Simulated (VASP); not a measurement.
**GeS: single point with PBE+D3(BJ)**

GeS:

```xyz
8
Lattice="10.9192 0.0000 0.0000 0.0000 3.6721 0.0000 0.0000 0.0000 4.5173" Properties=species:S:1:pos:R:3 pbc="T T T"
Ge    1.3957    0.9180    0.6375
Ge    4.0639    2.7541    2.8962
Ge    6.8553    0.9180    1.6211
Ge    9.5236    2.7541    3.8798
S     9.2376    0.9180    2.2635
S     7.1413    2.7541    0.0049
S     3.7780    0.9180    4.5124
S     1.6816    2.7541    2.2538
```

| Quantity | Value |
| --- | --- |
| Program | VASP 6.6.1 |
| Task | single point |
| Functional | PBE |
| Dispersion | D3(BJ) |
| Potentials or basis | VASP PAW PBE potentials, release 64 (Ge_d, S) |
| Cutoff | 500 eV |
| k mesh | 4 × 8 × 6 |
| Occupations | gaussian, width 0.02 eV |
| Spin | no spin polarisation |

The pressure is -2.3 GPa, the largest force is 0.015 eV/Å and the band gap on the k mesh is 1.30 eV. The dispersion energy per atom is -0.316 eV.

Forces in eV/Å, atoms in the order of the input:
```
Ge  -0.005  0.000 -0.013
Ge   0.005  0.000 -0.013
Ge  -0.005  0.000  0.013
Ge   0.005  0.000  0.013
S   -0.007  0.000 -0.013
S    0.007  0.000 -0.013
S   -0.007  0.000  0.013
S    0.007  0.000  0.013
```

Levels at points of the mesh, in eV from the valence-band top:
```tsv
k point	band 38	band 39	band 40	band 41	band 42	band 43
(0.00, 0.00, 0.00)	-0.82	-0.73	0.00	1.30	2.55	2.71
(0.50, 0.00, 0.00)	-1.73	-0.32	-0.32	2.34	2.34	2.59
(0.00, 0.50, 0.00)	-1.48	-1.10	-1.10	1.44	1.44	1.71
(0.50, 0.50, 0.00)	-1.44	-1.44	-1.44	1.76	1.76	1.76
(0.00, 0.00, 0.50)	-0.98	-0.36	-0.36	1.77	1.77	2.46
(0.50, 0.00, 0.50)	-0.82	-0.38	-0.38	1.78	1.78	2.34
(0.00, 0.50, 0.50)	-1.82	-1.14	-1.14	3.09	3.09	3.18
(0.50, 0.50, 0.50)	-1.29	-1.29	-1.29	2.93	2.93	2.93
```

Run time: 5.2 min on 1 thread of AMD EPYC 7R13 Processor (Zen 3) (shared host), peak memory 0.49 GiB.

A k mesh can miss the band edges.
